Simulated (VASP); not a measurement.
# SrTiO3 in VASP: notebook, part 2 of 2

VASP 6.6.1. The steps go on from the part before.

## (3) Electric field gradients, PBE (volume scaled by 1.06)

INCAR

```
ALGO = Normal
EDIFF = 1E-8
ENCUT = 520
GGA = PE
ISIF = 2
ISMEAR = -1
LASPH = True
LCHARG = False
LEFG = True
LREAL = False
LWAVE = False
NBANDS = 28
NELM = 80
PREC = Accurate
SIGMA = 0.05
```

KPOINTS

```
k-points
0
Gamma
  7 7 7
```

POSCAR

```
SrTiO3
1.0
    3.9815880716      0.0000000000      0.0000000000
    0.0000000000      3.9815880716      0.0000000000
    0.0000000000      0.0000000000      3.9815880716
Sr Ti O
1 1 3
Direct
    0.0000000000      0.0000000000      0.0000000000
    0.5000000000      0.5000000000      0.5000000000
    0.0000000000      0.5000000000      0.5000000000
    0.5000000000      0.0000000000      0.5000000000
    0.5000000000      0.5000000000      0.0000000000
```

Potentials or basis: VASP PAW PBE potentials, release 64 (Sr_sv, Ti_sv, O).

Launch:

```sh
$ cat potpaw_PBE.64/Sr_sv/POTCAR potpaw_PBE.64/Ti_sv/POTCAR potpaw_PBE.64/O/POTCAR > POTCAR
$ mpirun -np 1 vasp_std > vasp.out
```

OUTCAR:

```text
EDIFF = 1E-8
   ENCUT = 520
   GGA = PE
   ISIF = 2
   ISMEAR = -1
   LASPH = True
   LREAL = False
   NELM = 80
   PREC = Accurate

 ion  position               nearest neighbor table
   1  0.000  0.000  0.000-   3 2.82   4 2.82   5 2.82   3 2.82   4 2.82   3 2.82   5 2.82   3 2.82
                             4 2.82   5 2.82   4 2.82   5 2.82   2 3.45   2 3.45   2 3.45   2 3.45
   2  0.500  0.500  0.500-   3 1.99   4 1.99   5 1.99   5 1.99   4 1.99   3 1.99   1 3.45   1 3.45
                             1 3.45   1 3.45   1 3.45   1 3.45   1 3.45   1 3.45
   3  0.000  0.500  0.500-   2 1.99   2 1.99   1 2.82   1 2.82   1 2.82   1 2.82
   4  0.500  0.000  0.500-   2 1.99   2 1.99   1 2.82   1 2.82   1 2.82   1 2.82
   5  0.500  0.500  0.000-   2 1.99   2 1.99   1 2.82   1 2.82   1 2.82   1 2.82

  LATTYP: Found a simple cubic cell.
 ALAT       =     3.9815880716

  Lattice vectors:

 A1 = (   3.9815880716,   0.0000000000,   0.0000000000)
 A2 = (   0.0000000000,   3.9815880716,   0.0000000000)
 A3 = (   0.0000000000,   0.0000000000,   3.9815880716)

Analysis of symmetry for initial positions (statically):
=====================================================================
 Subroutine PRICEL returns:
 Original cell was already a primitive cell.

 Routine SETGRP: Setting up the symmetry group for a
 simple cubic supercell.

 Subroutine GETGRP returns: Found 48 space group operations
 (whereof 48 operations were pure point group operations)
 out of a pool of 48 trial point group operations.

The static configuration has the point symmetry O_h .

Analysis of symmetry for dynamics (positions and initial velocities):
=====================================================================
 Subroutine PRICEL returns:
 Original cell was already a primitive cell.

[... 789 lines left out ...]
  Total       -1.9108691     -1.9108691     -1.9108691      0.0000000      0.0000000     -0.0000000
  in kB      -48.5034389    -48.5034389    -48.5034389      0.0000000      0.0000000     -0.0000000
  external PRESSURE =     -48.5034389 kB  Pullay stress =       0.0000000 kB

 VOLUME and BASIS-vectors are now :
 -----------------------------------------------------------------------------
  energy-cutoff  :      520.00
  volume of cell :       63.12
      direct lattice vectors                 reciprocal lattice vectors
     3.981588072  0.000000000  0.000000000     0.251156067  0.000000000  0.000000000
     0.000000000  3.981588072  0.000000000     0.000000000  0.251156067  0.000000000
     0.000000000  0.000000000  3.981588072     0.000000000  0.000000000  0.251156067

 POSITION                                       TOTAL-FORCE (eV/Angst)
 -----------------------------------------------------------------------------------
      0.00000      0.00000      0.00000         0.000000      0.000000      0.000000
      1.99079      1.99079      1.99079         0.000000      0.000000      0.000000
      0.00000      1.99079      1.99079         0.000000      0.000000      0.000000
      1.99079      0.00000      1.99079         0.000000      0.000000      0.000000
      1.99079      1.99079      0.00000         0.000000      0.000000      0.000000
 -----------------------------------------------------------------------------------
    total drift:                                0.000000      0.000000     -0.000000

  FREE ENERGIE OF THE ION-ELECTRON SYSTEM (eV)
  ---------------------------------------------------
  free  energy   TOTEN  =       -40.0764268470 eV

  energy  without entropy=      -40.0764268446  energy(sigma->0) =      -40.07642685

 Electric field gradients (V/A^2)
---------------------------------------------------------------------
 ion       V_xx      V_yy      V_zz      V_xy      V_xz      V_yz
---------------------------------------------------------------------
   1      -0.000    -0.000    -0.000    -0.000    -0.000    -0.000
   2      -0.000    -0.000    -0.000     0.000     0.000    -0.000
   3      17.196    -8.598    -8.598    -0.000     0.000    -0.000
   4      -8.598    17.196    -8.598    -0.000     0.000     0.000
   5      -8.598    -8.598    17.196     0.000     0.000    -0.000
---------------------------------------------------------------------

 Electric field gradients after diagonalization (V/A^2)
 (convention: |V_zz| > |V_xx| > |V_yy|)
----------------------------------------------------------------------
 ion       V_xx      V_yy      V_zz     asymmetry (V_yy - V_xx)/ V_zz
----------------------------------------------------------------------
   1      -0.000    -0.000    -0.000      -0.461
   2      -0.000    -0.000    -0.000      -0.028
   3      -8.598    -8.598    17.196       0.000
   4      -8.598    -8.598    17.196       0.000
   5      -8.598    -8.598    17.196       0.000
----------------------------------------------------------------------

           NMR quadrupolar parameters

 Cq : quadrupolar parameter    Cq=e*Q*V_zz/h
 eta: asymmetry parameters     (V_yy - V_xx)/ V_zz
 Q  : nuclear electric quadrupole moment in mb (millibarn)
----------------------------------------------------------------------
 ion       Cq(MHz)       eta       Q (mb)
----------------------------------------------------------------------
   1      -0.000      -0.461       1.000
   2      -0.000      -0.028       1.000
   3       0.042       0.000       1.000
   4       0.042       0.000       1.000
   5       0.042       0.000       1.000
----------------------------------------------------------------------
```

OSZICAR:

```text
N       E                     dE             d eps       ncg     rms          rms(c)
DAV:   1     0.427677154294E+03    0.42768E+03   -0.21173E+04  1120   0.156E+03
DAV:   2     0.324086944588E+00   -0.42735E+03   -0.40496E+03  1228   0.432E+02
DAV:   3    -0.482400128353E+02   -0.48564E+02   -0.48117E+02  1564   0.138E+02
[... 13 lines left out ...]
DAV:  17    -0.400764268479E+02   -0.23699E-07   -0.10868E-06  1784   0.111E-02    0.180E-03
DAV:  18    -0.400764268008E+02    0.47041E-07   -0.32484E-07  1492   0.514E-03    0.100E-03
DAV:  19    -0.400764268435E+02   -0.42618E-07   -0.18922E-08   912   0.127E-03    0.419E-04
DAV:  20    -0.400764268551E+02   -0.11649E-07   -0.10486E-08   756   0.112E-03    0.262E-04
DAV:  21    -0.400764268470E+02    0.80636E-08   -0.28850E-09   680   0.445E-04
   1 F= -.40076427E+02 E0= -.40076427E+02  d E =-.243222E-08
```

stdout:

```text
POSCAR found type information on POSCAR SrTiO
 POSCAR found :  3 types and       5 ions
 scaLAPACK will be used
 LDA part: xc-table for (Slater+PW92), standard interpolation
 POSCAR, INCAR and KPOINTS ok, starting setup
 FFT: planning ... GRIDC
 FFT: planning ... GRID_SOFT
 FFT: planning ... GRID
 WAVECAR not read
 entering main loop
ion   1

ion   2

ion   3

ion   4

ion   5
```

It took 22 s on 1 thread of Intel Xeon 6975P-C (Granite Rapids), shared host; peak memory 0.19 GiB.

What came out:

```
Free energy            : -40.0764 eV
Pressure               : -4.9 GPa
Band gap on the k mesh : 1.80 eV, indirect (least direct gap 2.13 eV)
```

Electric field gradients, principal values (V/Å²):
```tsv
atom	least	middle	greatest (by size)
1 Sr	0.000	0.000	0.000
2 Ti	0.000	0.000	0.000
3 O	-8.598	-8.598	17.196
4 O	-8.598	-8.598	17.196
5 O	-8.598	-8.598	17.196
```

Caveat: without QUAD_EFG the Cq values of the log hold for a quadrupole moment of 1 mb, not for the nuclei. A k mesh can miss the band edges.

## (4) Electric field gradients, PBE (zz strain of -3 %)

INCAR

```
  PREC = Accurate
  ENCUT = 520
  EDIFF = 1E-8
  ISMEAR = -1
  SIGMA = 0.05
  LREAL = False
  LASPH = True
  NELM = 80
  ALGO = Normal
  ISIF = 2
  LWAVE = False
  LCHARG = False
  GGA = PE
  LEFG = True
  NBANDS = 28
```

KPOINTS

```
regular mesh
0
Gamma
  7 7 7
```

POSCAR, as its differences from that of step 3:

```diff
@@ -2,5 +2,5 @@
 1.0
-    3.9815880716      0.0000000000      0.0000000000
-    0.0000000000      3.9815880716      0.0000000000
-    0.0000000000      0.0000000000      3.9815880716
+    3.9050000000      0.0000000000      0.0000000000
+    0.0000000000      3.9050000000      0.0000000000
+    0.0000000000      0.0000000000      3.7878500000
 Sr Ti O
```

Potentials or basis: VASP PAW PBE potentials, release 64 (Sr_sv, Ti_sv, O).

Launch:

```sh
$ cat potpaw_PBE.64/Sr_sv/POTCAR potpaw_PBE.64/Ti_sv/POTCAR potpaw_PBE.64/O/POTCAR > POTCAR
$ mpirun -np 1 vasp_std > vasp.out
```

OUTCAR:

```text
PREC = Accurate
   ENCUT = 520
   EDIFF = 1E-8
   ISMEAR = -1
   LREAL = False
   LASPH = True
   NELM = 80
   ISIF = 2
   GGA = PE

 ion  position               nearest neighbor table
   1  0.000  0.000  0.000-   3 2.72   4 2.72   3 2.72   4 2.72   3 2.72   3 2.72   4 2.72   4 2.72
                             5 2.76   5 2.76   5 2.76   5 2.76   2 3.35   2 3.35   2 3.35   2 3.35
   2  0.500  0.500  0.500-   5 1.89   5 1.89   3 1.95   4 1.95   4 1.95   3 1.95   1 3.35   1 3.35
                             1 3.35   1 3.35   1 3.35   1 3.35   1 3.35   1 3.35
   3  0.000  0.500  0.500-   2 1.95   2 1.95   1 2.72   1 2.72   1 2.72   1 2.72
   4  0.500  0.000  0.500-   2 1.95   2 1.95   1 2.72   1 2.72   1 2.72   1 2.72
   5  0.500  0.500  0.000-   2 1.89   2 1.89   1 2.76   1 2.76   1 2.76   1 2.76

[... 984 lines left out ...]
   3      12.788    -1.258   -11.530     0.000     0.000     0.000
   4      -1.258    12.788   -11.530    -0.000     0.000     0.000
   5       0.521     0.521    -1.041     0.000    -0.000    -0.000
---------------------------------------------------------------------

 Electric field gradients after diagonalization (V/A^2)
 (convention: |V_zz| > |V_xx| > |V_yy|)
----------------------------------------------------------------------
 ion       V_xx      V_yy      V_zz     asymmetry (V_yy - V_xx)/ V_zz
----------------------------------------------------------------------
   1       1.588     1.588    -3.176       0.000
   2      16.187    16.187   -32.374       0.000
   3     -11.530    -1.258    12.788       0.803
   4     -11.530    -1.258    12.788       0.803
   5       0.521     0.521    -1.041       0.000
----------------------------------------------------------------------

           NMR quadrupolar parameters

 Cq : quadrupolar parameter    Cq=e*Q*V_zz/h
 eta: asymmetry parameters     (V_yy - V_xx)/ V_zz
 Q  : nuclear electric quadrupole moment in mb (millibarn)
----------------------------------------------------------------------
 ion       Cq(MHz)       eta       Q (mb)
----------------------------------------------------------------------
   1      -0.008       0.000       1.000
   2      -0.078       0.000       1.000
   3       0.031       0.803       1.000
   4       0.031       0.803       1.000
   5      -0.003       0.000       1.000
----------------------------------------------------------------------
```

OSZICAR:

```text
N       E                     dE             d eps       ncg     rms          rms(c)
DAV:   1     0.435724805723E+03    0.43572E+03   -0.21619E+04  2240   0.161E+03
DAV:   2    -0.558950457155E+01   -0.44131E+03   -0.42002E+03  2564   0.442E+02
DAV:   3    -0.479947723152E+02   -0.42405E+02   -0.42089E+02  3060   0.134E+02
[... 12 lines left out ...]
DAV:  16    -0.399530635577E+02    0.41776E-06   -0.96748E-06  2580   0.243E-02    0.291E-03
DAV:  17    -0.399530636902E+02   -0.13258E-06   -0.78905E-07  2908   0.801E-03    0.247E-03
DAV:  18    -0.399530637147E+02   -0.24477E-07   -0.76806E-08  2860   0.225E-03    0.214E-03
DAV:  19    -0.399530636930E+02    0.21756E-07   -0.11122E-07  2712   0.455E-03    0.564E-04
DAV:  20    -0.399530636896E+02    0.33738E-08   -0.74919E-09  1628   0.602E-04
   1 F= -.39953064E+02 E0= -.39953064E+02  d E =-.428655E-09
```

Wall time 1.7 min (1 thread of Intel Xeon 6975P-C, shared host); peak memory 0.21 GiB.

What came out:

```yaml
Free_energy: -39.9531 eV
Pressure: 11.5 GPa
Band_gap_on_the_k_mesh: 1.94 eV, indirect (least direct gap 2.18 eV)
```

Electric field gradients, principal values (V/Å²):
```
atom   least   middle  greatest (by size)
1 Sr   1.588    1.588              -3.176
2 Ti  16.187   16.187             -32.374
 3 O  -1.258  -11.530              12.788
 4 O  -1.258  -11.530              12.788
 5 O   0.521    0.521              -1.041
```

Caveat: the cell differs from its parent crystal (zz strain of -3 %); without QUAD_EFG the Cq values of the log hold for a quadrupole moment of 1 mb, not for the nuclei. A k mesh can miss the band edges.

## (5) Overview

```csv
cell,gap on the mesh (eV),pressure (GPa)
"a = 3.931 Å, 5 atoms",1.88,1.4
"a = 3.982 Å, 5 atoms",1.80,-4.9
"a = 3.905, b = 3.905, c = 3.788 Å, 5 atoms",1.94,11.5
```

Alike in all rows: task electric field gradients; level PBE; potentials or basis VASP PAW PBE potentials, release 64 (Sr_sv, Ti_sv, O); no spin polarisation; k mesh 7 × 7 × 7; cutoff (eV) 520; smearing fermi-dirac 0.05 eV.

Absolute energies hang on the potentials; compare differences alone.
